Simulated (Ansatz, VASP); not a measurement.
Two plane-wave programs on KTaO3

```
K Ta O
1.0
     3.82373    0.00000    0.00000
     0.00000    3.82373    0.00000
     0.00000    0.00000    3.82373
K Ta O
1 1 3
Direct
  0.50000 0.50000 0.50000
  0.00000 0.00000 0.00000
  0.50000 0.00000 0.00000
  0.00000 0.50000 0.00000
  0.00000 0.00000 0.50000
```

Alike in both runs: task single point; functional r2SCAN; k mesh 6 × 6 × 6; occupations gaussian, width 0.02 eV; no spin polarisation.

```csv
,VASP,Ansatz
version,VASP 6.6.1,Ansatz 0.2.0
potentials or method,"VASP PAW PBE potentials, release 64 (K_sv, Ta_pv, O), cutoff 520 eV","scalar-relativistic, plane waves, PAW"
valence electrons in the cell,38,40
```

|  | VASP | Ansatz | Ansatz less VASP |
| --- | --- | --- | --- |
| gap on the k mesh at the Fermi level (eV) | 2.90 | 2.94 | +0.041 |
| least direct gap on the mesh (eV) | 3.45 | 3.47 | +0.015 |

VASP's potentials were made for PBE, not for r2SCAN. With one functional, cell and mesh, what is left measures potentials, basis and numerics. VASP's potentials hold 38 valence electrons a cell and Ansatz's 40, so a difference there can come from the potentials and not from the codes.

Neither program's run includes spin-orbit coupling.
